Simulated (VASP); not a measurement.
# GaP: relaxation of the atoms with PBE

Crystal: GaP.

```
Ga P
1.0
     0.00000    2.72525    2.72525
     2.72525    0.00000    2.72525
     2.72525    2.72525    0.00000
Ga P
1 1
Direct
  0.00000 0.00000 0.00000
  0.25000 0.25000 0.25000
```

```
Program                : VASP 6.6.1
Task                   : relaxation of the atoms
Functional             : PBE
Potentials or basis    : VASP PAW PBE potentials, release 64 (Ga_d, P)
Cutoff                 : 450 eV
k mesh                 : 9 × 9 × 9
Occupations            : fermi-dirac, width 0.02 eV
Spin                   : no spin polarisation
Dipole correction      : no
Further INCAR settings : ALGO = Normal; EDIFF = 1e-07; IBRION = 2; EDIFFG = -0.02; NSW = 80
```

```yaml
Pressure_after_relaxing: 2.4 GPa
Band_gap_on_the_k_mesh: 1.60 eV (least direct gap 1.83 eV)
```

Final structure:
```
Ga P
1.0
     0.00000    2.72525    2.72525
     2.72525    0.00000    2.72525
     2.72525    2.72525    0.00000
Ga P
1 1
Cartesian
  0.0000 0.0000 0.0000
  1.3626 1.3626 1.3626
```

Levels at points of the mesh, in eV from the valence-band top:
```tsv
k point	band 7	band 8	band 9	band 10	band 11	band 12
(0.00, 0.00, 0.00)	0.00	0.00	0.00	1.83	3.89	3.89
```

It took 9.3 s on 1 thread of Intel(R) Xeon(R) 6975P-C (Granite Rapids) (shared host), peak memory 0.15 GiB.

Caveat: the relaxation stopped at its first step, so nothing moved; an odd mesh through Γ misses points on the zone boundary, where band edges can lie. A hybrid or GW would open this gap; PBE tends to underestimate it.
